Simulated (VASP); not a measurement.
Input of a VASP 6.6.1 run:

The input INCAR:

```
SYSTEM = BiTe2
ALGO = Normal ; DIPOL = 0.5 0.5 0.500
EDIFF = 1E-6 ; ENCUT = 400
GGA = PE ; GGA_COMPAT = .FALSE.
IDIPOL = 3 ; ISIF = 2
ISMEAR = 0 ; LASPH = .TRUE.
LCHARG = .FALSE. ; LDIPOL = .TRUE.
LREAL = .FALSE. ; LWAVE = .FALSE.
NBANDS = 36 ; NELM = 120
NELMDL = -8 ; PREC = Accurate
SIGMA = 0.05
```

The input KPOINTS:

```
k-points
0
G
  9 9 1
  0 0 0
```

Contents of POSCAR:

```
BiTe2
1.0
    4.4465494044      0.0000000000      0.0000000000
   -2.2232747022      3.8508247434      0.0000000000
    0.0000000000      0.0000000000     32.7228911982
Te Bi
4 2
Direct
    0.6666666667      0.3333333333      0.3361561157
    0.3333333333      0.6666666667      0.4514694527
    0.6666666667      0.3333333333      0.5485305473
    0.3333333333      0.6666666667      0.6638438843
    0.0000000000      0.0000000000      0.3989485963
    0.0000000000      0.0000000000      0.6010514037
```

Potentials or basis: VASP PAW PBE potentials, release 64 (Te, Bi_d).

Command:

```sh
$ cat potpaw_PBE.64/Te/POTCAR potpaw_PBE.64/Bi_d/POTCAR > POTCAR
$ mpirun -np 1 vasp_std > vasp.out
```

**Question.** What does it give for the largest force?

**Answer.** 0.891 eV/Å.

**Question.** Estimate the band gap on the k mesh.

**Answer.** Zero (band 27 reaches -1.56 eV, above the bottom of band 28 at -1.84 eV).

Forces on the atoms (eV/Å):
```
Te   0.000  0.000  0.447
Te   0.000  0.000  0.629
Te   0.000  0.000 -0.629
Te   0.000  0.000 -0.447
Bi   0.000  0.000 -0.891
Bi   0.000  0.000  0.891
```

Caveat: spin-orbit coupling is left out, which moves the levels of the heavy elements.
